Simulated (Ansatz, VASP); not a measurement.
## One calculation of H3CCl, two programs

INCAR

```
SYSTEM = H3CCl
PREC     = Accurate       ! precision mode
ENCUT    = 520            ! plane-wave cutoff, eV
EDIFF    = 1E-6           ! SCF threshold, eV
ISMEAR   = 0              ! smearing method
SIGMA    = 0.1            ! smearing width, eV
LREAL    = .FALSE.        ! projectors in reciprocal space
LASPH    = .TRUE.         ! aspherical terms in the spheres
NELM     = 100            ! most SCF steps
ALGO     = Normal         ! electronic algorithm
ISIF     = 2              ! what is computed and relaxed
LWAVE    = .FALSE.        ! write WAVECAR
LCHARG   = .FALSE.        ! write CHGCAR
LDIPOL   = .TRUE.       
IDIPOL   = 3            
DIPOL    = 0.5 0.5 0.651
GGA      = PE             ! functional
IVDW     = 12             ! dispersion correction
NBANDS   = 15             ! bands
```

Contents of KPOINTS:

```
regular mesh
0
G
  4 3 1
  0 0 0
```

The input POSCAR:

```
H3CCl
1.0
    5.6653313018      0.0000000000      0.0000000000
    0.0000000000      5.8038113749      0.0000000000
    0.0000000000      0.0000000000     26.0117561044
C Cl H
1 1 3
Direct
    0.2470017830      0.0235631930      0.6550793852
   -0.0240497282      0.0030681205      0.6149417515
    0.2514855303      0.2016623109      0.6688281180
    0.2257616945     -0.1047089556      0.6856233899
    0.3935329667     -0.0146613760      0.6287037909
```

Input for Ansatz:

```yaml
crystal:
  lattice:
    - [5.6653313018, 0.0, 0.0]
    - [0.0, 5.8038113749, 0.0]
    - [0.0, 0.0, 26.0117561044]
  atoms:
    - { symbol: C, position: [0.247001783, 0.023563193, 0.6550793852] }
    - { symbol: Cl, position: [-0.0240497282, 0.0030681205, 0.6149417515] }
    - { symbol: H, position: [0.2514855303, 0.2016623109, 0.668828118] }
    - { symbol: H, position: [0.2257616945, -0.1047089556, 0.6856233899] }
    - { symbol: H, position: [0.3935329667, -0.014661376, 0.6287037909] }
basis:
  ecutwfc: 420
kpoints:
  mp_grid: { grid: [4, 3, 1] }
hamiltonian:
  xc: pbe
  dispersion: d3bj
scf:
  occupations: { method: gaussian, width: 0.1 }
output:
  forces: true
  eigenvalues: true
  write_density: true
  volumetric_format: npy
efield:
  axis: 3
  dipole_correction: true
  ramp_width: 0.04
```

Alike in both runs: task single point; functional PBE; dispersion D3(BJ); k mesh 4 × 3 × 1; occupations gaussian, width 0.1 eV; no spin polarisation.

```csv
,VASP,Ansatz
version,VASP 6.6.1,Ansatz 0.2.0
potentials or method,"VASP PAW PBE potentials, release 64 (C, Cl, H), cutoff 520 eV","scalar-relativistic, plane waves, PAW"
valence electrons in the cell,14,14
```

```tsv
	VASP	Ansatz	Ansatz less VASP
gap on the k mesh at the Fermi level (eV)	5.53	5.50	-0.024
rms of the force components (eV/Å)	0.427	0.404	-0.0229
```

Atom by atom the forces differ by 0.028 eV/Å (rms over components).
